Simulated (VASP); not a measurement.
# GaAs (F-43m) in VASP: vibrations by perturbation theory with LDA

Aim: the vibrations by perturbation theory of GaAs with LDA.

Program: VASP 6.6.1. These are calculated values, not measurements. Logs are shortened: lines on timing, memory, paths and dates and some standing lists are left out, and cuts for length are marked.

## (1) The cell of the first run

It takes space group F-43m (No. 216, cubic). Conventional cell: a = 5.603 Å, b = 5.603 Å, c = 5.603 Å, α = 90.00°, β = 90.00°, γ = 90.00°. Within 3.2 Å of Ga (site symmetry -43m) lie 4 As at 2.43 Å. As (site symmetry -43m) has 4 Ga at 2.43 Å within 3.2 Å.

## (2) Vibrations by perturbation theory, LDA

INCAR reads:

```
SYSTEM = GaAs
  PREC = Accurate
  ENCUT = 510
  EDIFF = 1E-8
  ISMEAR = 0
  SIGMA = 0.01
  LREAL = .False.
  LASPH = .True.
  NELM = 120
  ALGO = Normal
  ISIF = 2
  LWAVE = .False.
  LCHARG = .False.
  GGA = CA
  NBANDS = 21
  IBRION = 8
  NSW = 1
  LEPSILON = .True.
  GGA_COMPAT = .False.
```

KPOINTS reads:

```
regular mesh
0
Gamma
  8 8 8
  0 0 0
```

POSCAR reads:

```
GaAs
1.0
    0.0000000000      2.8016907855      2.8016907855
    2.8016907855      0.0000000000      2.8016907855
    2.8016907855      2.8016907855      0.0000000000
Ga As
1 1
Direct
    0.0000000000      0.0000000000      0.0000000000
    0.7500000000      0.7500000000      0.7500000000
```

Potentials or basis: VASP PAW LDA potentials, release 64 (Ga_d, As_d).

Started as:

```console
cat potpaw_LDA.64/Ga_d/POTCAR potpaw_LDA.64/As_d/POTCAR > POTCAR
mpirun -np 1 vasp_std > vasp.out
```

OUTCAR:

```text
SYSTEM = GaAs
   PREC = Accurate
   ENCUT = 510
   EDIFF = 1E-8
   ISMEAR = 0
   LREAL = .False.
   LASPH = .True.
   NELM = 120
   ISIF = 2
   GGA = CA
   IBRION = 8
   NSW = 1
   LEPSILON = .True.

 ion  position               nearest neighbor table
   1  0.000  0.000  0.000-   2 2.43   2 2.43   2 2.43   2 2.43
   2  0.750  0.750  0.750-   1 2.43   1 2.43   1 2.43   1 2.43

  LATTYP: Found a face centered cubic cell.
 ALAT       =     5.6033815710

  Lattice vectors:

 A1 = (   0.0000000000,   2.8016907855,   2.8016907855)
 A2 = (   2.8016907855,   0.0000000000,   2.8016907855)
 A3 = (   2.8016907855,   2.8016907855,   0.0000000000)

Analysis of symmetry for initial positions (statically):
=====================================================================
 Subroutine PRICEL returns:
 Original cell was already a primitive cell.

 Routine SETGRP: Setting up the symmetry group for a
 face centered cubic supercell.

 Subroutine GETGRP returns: Found 24 space group operations
 (whereof 24 operations were pure point group operations)
 out of a pool of 48 trial point group operations.

The static configuration has the point symmetry T_d .

Analysis of symmetry for dynamics (positions and initial velocities):
=====================================================================
 Subroutine PRICEL returns:
 Original cell was already a primitive cell.

 Routine SETGRP: Setting up the symmetry group for a
 face centered cubic supercell.

 Subroutine GETGRP returns: Found 24 space group operations
 (whereof 24 operations were pure point group operations)
 out of a pool of 48 trial point group operations.

The dynamic configuration has the point symmetry T_d .

 Subroutine INISYM returns: Found 24 space group operations
 (whereof 24 operations are pure point group operations),
 and found     1 'primitive' translations

----------------------------------------------------------------------------------------

                                     Primitive cell

  volume of cell :      43.9836

  direct lattice vectors                    reciprocal lattice vectors
     0.000000000  2.801690785  2.801690785    -0.178463663  0.178463663  0.178463663
     2.801690785  0.000000000  2.801690785     0.178463663 -0.178463663  0.178463663
     2.801690785  2.801690785  0.000000000     0.178463663  0.178463663 -0.178463663

  length of vectors
     3.962189106  3.962189106  3.962189106     0.309108132  0.309108132  0.309108132

  position of ions in fractional coordinates (direct lattice)
     0.000000000  0.000000000  0.000000000
     0.750000000  0.750000000  0.750000000

  ion indices of the primitive-cell ions
   primitive index   ion index
                 1           1
                 2           2

----------------------------------------------------------------------------------------

 KPOINTS: regular mesh

Automatic generation of k-mesh.
 Grid dimensions read from file:
 generate k-points for:    8    8    8

 Generating k-lattice:

  Cartesian coordinates                     Fractional coordinates (reciprocal lattice)
[... 726 lines left out ...]
  ---------------------------------------------------
  ---------------------------------------------------
  free energy    TOTEN  =        -3.55065542 eV

  energy without entropy =       -3.55065542

------------------------ aborting loop because EDIFF is reached ----------------------------------------

--------------------------------------- Ionic step        2  -------------------------------------------

------------------------ aborting loop because EDIFF is reached ----------------------------------------

--------------------------------------- Ionic step        3  -------------------------------------------

------------------------ aborting loop because EDIFF is reached ----------------------------------------

 PIEZOELECTRIC TENSOR FIELD DIRECTION 3  (e Angst)
 -----------------------------------------------------------------------------
    -0.00176  3.21532  0.00000           (  0.00000  0.00969  0.00000)
     3.21532 -0.00176  0.00000           (  0.00969  0.00000  0.00000)
     0.00000  0.00000  0.00154           (  0.00000  0.00000 -0.00000)

 PIEZOELECTRIC TENSOR FIELD DIRECTION 3  (C/m^2)
 -----------------------------------------------------------------------------
    -0.00064  1.17124  0.00000
     1.17124 -0.00064  0.00000
     0.00000  0.00000  0.00056

--------------------------------------- Ionic step        4  -------------------------------------------

------------------------ aborting loop because EDIFF is reached ----------------------------------------

[... ionic steps 5 to 6 ...]

--------------------------------------- Ionic step        7  -------------------------------------------

 Free energy of the ion-electron system (eV)
  ---------------------------------------------------
  ---------------------------------------------------
  free energy    TOTEN  =        -0.11604707 eV

  energy without entropy =       -0.11604707

------------------------ aborting loop because EDIFF is reached ----------------------------------------

 INTERNAL STRAIN TENSOR  FOR ION    2  DIRECTION 1   (eV/Angst):
 -----------------------------------------------------------------------------
    -0.01289  0.00000  0.00000
     0.00000  0.00822  6.80305
     0.00000  6.80305  0.00822

 MACROSCOPIC STATIC DIELECTRIC TENSOR (including local field effects in DFT)
 ------------------------------------------------------
          29.284935     0.000000    -0.000000
           0.000000    29.284935     0.000000
           0.000000     0.000000    29.284935
 ------------------------------------------------------

 PIEZOELECTRIC TENSOR (including local field effects)  for field in x, y, z        (e  Angst)
          XX          YY          ZZ          XY          YZ          ZX
  --------------------------------------------------------------------------------
  x     0.00000     0.00000     0.00000     0.00000     3.22653     0.00000
  y     0.00000    -0.00000     0.00000     0.00000     0.00000     3.22653
  z     0.00000     0.00000     0.00000     3.22653     0.00000     0.00000

 PIEZOELECTRIC TENSOR (including local field effects)  for field in x, y, z        (C/m^2)
          XX          YY          ZZ          XY          YZ          ZX
  --------------------------------------------------------------------------------
  x     0.00000     0.00000     0.00000     0.00000     1.17532     0.00000
  y     0.00000    -0.00000     0.00000     0.00000     0.00000     1.17532
  z     0.00000     0.00000     0.00000     1.17532     0.00000     0.00000

 BORN EFFECTIVE CHARGES (including local field effects) (in |e|, cummulative output)
 ---------------------------------------------------------------------------------
 ion    1
    1     2.24412     0.00000    -0.00000
    2    -0.00000     2.24412     0.00000
    3     0.00000     0.00000     2.24412
 ion    2
    1    -2.24412    -0.00000     0.00000
    2     0.00000    -2.24412     0.00000
    3    -0.00000    -0.00000    -2.24412

 INTERNAL STRAIN TENSOR FOR ION    2 for displacements in x,y,z  (eV/Angst):
          X           Y           Z          XY          YZ          ZX
  --------------------------------------------------------------------------------
  x     0.00000     0.00000     0.00000     0.00000     6.80305     0.00000
  y    -0.00000     0.00000    -0.00000     0.00000     0.00000     6.80305
  z     0.00000     0.00000     0.00000     6.80305     0.00000     0.00000

 SECOND DERIVATIVES (NOT SYMMETRIZED)
 ------------------------------------
               1X          1Y          1Z          2X          2Y          2Z
  1X    -9.743957    0.000000    0.000000    9.743957    0.000000    0.000000
  1Y     0.000000   -9.743957    0.000000    0.000000    9.743957    0.000000
  1Z     0.000000    0.000000   -9.743957    0.000000    0.000000    9.743957
  2X    10.095327    0.000000    0.000000  -10.095327    0.000000    0.000000
  2Y     0.000000   10.095327    0.000000    0.000000  -10.095327    0.000000
  2Z     0.000000    0.000000   10.095327    0.000000    0.000000  -10.095327

 Eigenvectors and eigenvalues of the dynamical matrix
 ----------------------------------------------------

   1 f  =    8.190992 THz    51.465518 2PiTHz  273.222070 cm-1    33.875204 meV
             X         Y         Z           dx          dy          dz
      0.000000  0.000000  0.000000     0.000000    0.713527    0.000000
      4.202536  4.202536  4.202536     0.000000   -0.700628    0.000000
[... 21 lines left out ...]
   6 f/i=    0.072528 THz     0.455709 2PiTHz    2.419283 cm-1     0.299953 meV
             X         Y         Z           dx          dy          dz
      0.000000  0.000000  0.000000     0.000000    0.000000   -0.700628
      4.202536  4.202536  4.202536     0.000000    0.000000   -0.713527

--------------------------------------------------------------------------------------------------------

 MACROSCOPIC STATIC DIELECTRIC TENSOR IONIC CONTRIBUTION
 ------------------------------------------------------
           2.088348    -0.000000    -0.000000
          -0.000000     2.088348    -0.000000
          -0.000000    -0.000000     2.088348
 ------------------------------------------------------

 ELASTIC MODULI CONTR FROM IONIC RELAXATION (kBar)
 Direction    XX          YY          ZZ          XY          YZ          ZX
 --------------------------------------------------------------------------------
 XX          -0.0000     -0.0000     -0.0000     -0.0000     -0.0000      0.0000
 YY          -0.0000     -0.0000     -0.0000     -0.0000     -0.0000      0.0000
 ZZ          -0.0000     -0.0000     -0.0000     -0.0000     -0.0000      0.0000
 XY          -0.0000     -0.0000     -0.0000   -166.2725      0.0000      0.0000
 YZ          -0.0000     -0.0000     -0.0000      0.0000   -166.2725      0.0000
 ZX           0.0000      0.0000      0.0000      0.0000      0.0000   -166.2725
 --------------------------------------------------------------------------------

 PIEZOELECTRIC TENSOR IONIC CONTR  for field in x, y, z        (C/m^2)
          XX          YY          ZZ          XY          YZ          ZX
  --------------------------------------------------------------------------------
  x    -0.00000    -0.00000    -0.00000     0.00000    -0.55448     0.00000
  y     0.00000     0.00000     0.00000     0.00000     0.00000    -0.55448
  z    -0.00000    -0.00000    -0.00000    -0.55448     0.00000     0.00000
```

Run time: 11 min. Hardware: 1 thread of Intel Xeon Platinum 8488C (Sapphire Rapids), shared host; peak memory 0.32 GiB.

What came out:

```yaml
Electronic_dielectric_tensor_diagonal: 29.28
Born_charges_mean_of_the_diagonal: Ga +2.24; As -2.24 e
Highest_phonon_frequency_at_Γ_LO-TO_splitting_left_out: 273 cm⁻¹
```

Phonon frequencies in cm⁻¹ (negative: imaginary):
| q point | frequencies |
| --- | --- |
| (0.000, 0.000, 0.000) | -2 -2 -2 273 273 273 |

Electronic dielectric tensor:
```
29.28  0.00  0.00
 0.00 29.28  0.00
 0.00  0.00 29.28
```

Born effective charge tensors (e):
atom 1, Ga
```
2.24 0.00 0.00
0.00 2.24 0.00
0.00 0.00 2.24
```
atom 2, As
```
-2.24  0.00  0.00
 0.00 -2.24  0.00
 0.00  0.00 -2.24
```
